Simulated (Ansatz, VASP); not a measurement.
Os: VASP beside Ansatz

INCAR

```
SYSTEM = Os
PREC     = Accurate       ! precision mode
ENCUT    = 520            ! plane-wave cutoff, eV
EDIFF    = 1E-6           ! SCF threshold, eV
ISMEAR   = 0              ! smearing method
SIGMA    = 0.1            ! smearing width, eV
LREAL    = .False.        ! projectors in reciprocal space
LASPH    = .True.         ! aspherical terms in the spheres
NELM     = 100            ! most SCF steps
ALGO     = Normal         ! electronic algorithm
ISIF     = 2              ! what is computed and relaxed
LWAVE    = .False.        ! write WAVECAR
LCHARG   = .True.         ! write CHGCAR
GGA      = PS             ! functional
LELF     = .True.         ! ELF
LVHAR    = .True.       
NBANDS   = 10             ! bands
```

The input KPOINTS:

```
Automatic mesh
0
Gamma
  12 12 17
  0 0 0
```

Contents of POSCAR:

```
Os
1.0
    2.8679135369     -0.0000000397     -0.0006273972
   -1.4339568027      2.4836860382      0.0000000000
    1.4335076616      0.8276360343      2.1500207035
Os
1
Direct
    0.0000000000      0.0000000000      0.0000000000
```

Input for Ansatz:

```yaml
crystal:
  lattice:
    - [2.8679135369, -3.97e-08, -0.0006273972]
    - [-1.4339568027, 2.4836860382, 0.0]
    - [1.4335076616, 0.8276360343, 2.1500207035]
  atoms:
    - { symbol: Os, position: [0.0, 0.0, 0.0] }
basis:
  ecutwfc: 420
kpoints:
  mp_grid: { grid: [12, 12, 17] }
hamiltonian:
  xc: pbesol
scf:
  occupations: { method: gaussian, width: 0.1 }
output:
  forces: true
  stress: true
  eigenvalues: true
```

Change from the starting cell: band edges of the strained film's bulk.

Alike in both runs: task single point; functional PBEsol; k mesh 12 × 12 × 17; occupations gaussian, width 0.1 eV; no spin polarisation.

```csv
,VASP,Ansatz
version,VASP 6.6.1,Ansatz 0.2.0
potentials or method,"VASP PAW PBE potentials, release 64 (Os), cutoff 520 eV","scalar-relativistic, plane waves, PAW"
valence electrons in the cell,8,16
```

|  | VASP | Ansatz | Ansatz less VASP |
| --- | --- | --- | --- |
| gap on the k mesh at the Fermi level (eV) | none | none | - |
| pressure (GPa) | -29.0 | -28.8 | +0.21 |
| traceless stress, the component that is largest in VASP (GPa) | 28.50 | 28.70 | +0.203 |

VASP's potentials were made for PBE, not for PBEsol. A gap of «none» marks a metal or a gap that the smearing closes. Both programs put the cell under strong tension, so it lies far from rest at this level. The functional is the same, so the differences come from potentials, cutoffs and numerics. VASP's potentials hold 8 valence electrons a cell and Ansatz's 16, so a difference there can come from the potentials and not from the codes.

Neither program's run includes spin-orbit coupling.
